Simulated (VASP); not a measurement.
The system is SnO.

```
Sn O
1.0
     0.00000    2.21333    2.21333
     2.21333    0.00000    2.21333
     2.21333    2.21333    0.00000
Sn O
1 1
Direct
  0.00000 0.00000 0.00000
  0.25000 0.25000 0.25000
```

- Program: VASP 6.6.1
- Task: relaxation of cell and atoms
- Functional: PBE
- Potentials or basis: VASP PAW PBE potentials, release 64 (Sn_d, O)
- Cutoff: 600 eV
- k mesh: 10 × 10 × 10
- Occupations: fermi-dirac, width 0.02 eV
- Spin: no spin polarisation

At the start: pressure 140.8 GPa; volume 10.84 Å³/atom.

**Question.** How do energy, volume and symmetry change on relaxing?

**Answer.** Over 22 steps the energy falls by 2347.9 meV/atom and the volume is 19.77 Å³/atom (+82.3 %); space group F-43m (No. 216, to 0.05 Å).

Step by step:
```
step  energy change (eV)  largest force (eV/Å)  pressure (GPa)  volume (Å³)
   1              0.0000                0.0000          140.78        21.69
   2             -1.7541                0.0000          -26.64        67.44
   3             -4.6923                0.0000           -1.53        40.26
   4             -4.6952                0.0000           -0.58        39.81
   5             -4.6956                0.0000            0.35        39.37
   6             -4.6956                0.0000            0.36        39.37
   7             -4.6956                0.0000            0.35        39.38
   8             -4.6956                0.0000            0.34        39.38
   9             -4.6956                0.0000            0.34        39.38
  10             -4.6956                0.0000            0.34        39.38
  11             -4.6956                0.0000            0.34        39.38
  12             -4.6956                0.0000            0.34        39.38
  13             -4.6956                0.0000            0.34        39.38
  14             -4.6956                0.0000            0.34        39.38
  15             -4.6956                0.0000            0.35        39.38
  16             -4.6956                0.0000            0.35        39.38
  17             -4.6956                0.0000            0.35        39.39
  18             -4.6956                0.0000            0.28        39.40
  19             -4.6957                0.0000            0.22        39.42
  20             -4.6957                0.0000            0.15        39.47
  21             -4.6958                0.0000           -0.04        39.55
  22             -4.6958                0.0000            0.02        39.53
```

Final structure:
```yaml
crystal:
  lattice:
    - [0.00000, 2.70385, 2.70385]
    - [2.70385, 0.00000, 2.70385]
    - [2.70385, 2.70385, 0.00000]
  atoms:
    - { symbol: Sn, position: [0.00000, 0.00000, 0.00000] }
    - { symbol: O, position: [0.25000, 0.25000, 0.25000] }
```

Caveat: the volume moved by over 15 % at a fixed basis, so the end points are rough.
